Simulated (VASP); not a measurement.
A run of VASP 6.6.1:

File INCAR:

```
ALGO = Normal
EDIFF = 1E-6
ENCUT = 500
GGA = PE
GGA_COMPAT = F
ISIF = 2
ISMEAR = 0
LASPH = T
LCHARG = F
LMAXMIX = 6
LREAL = F
LWAVE = F
NBANDS = 26
NELM = 200
PREC = Accurate
SIGMA = 0.1
```

File KPOINTS:

```
k-points
0
Gamma
  6 6 6
```

The input POSCAR:

```
SmPb2
1.0
    5.1529239900      0.0000000000      0.0000000000
   -2.5764619900      4.4625630800      0.0000000000
    0.0000000000      0.0000000000      3.6179643600
Sm Pb
1 2
Direct
    0.0000000000      0.0000000000      0.0000000000
    0.6666666700      0.3333333300      0.5000000000
    0.3333333300      0.6666666700      0.5000000000
```

Potentials or basis: VASP PAW PBE potentials, release 64 (Sm_3, Pb_d), 4f in core.

Command:

```sh
$ cat potpaw_PBE.64/Sm_3/POTCAR potpaw_PBE.64/Pb_d/POTCAR > POTCAR
$ mpirun -np 1 vasp_std > vasp.out
```

Hardware: 1 thread of Intel(R) Xeon(R) 6975P-C (Granite Rapids), on a shared host.

Problem. Estimate the wall time of this run.

Solution. It took 19 s on 1 thread of Intel(R) Xeon(R) 6975P-C (Granite Rapids) (shared host), peak memory 0.23 GiB. Counts: scf iterations 12, k points 28.
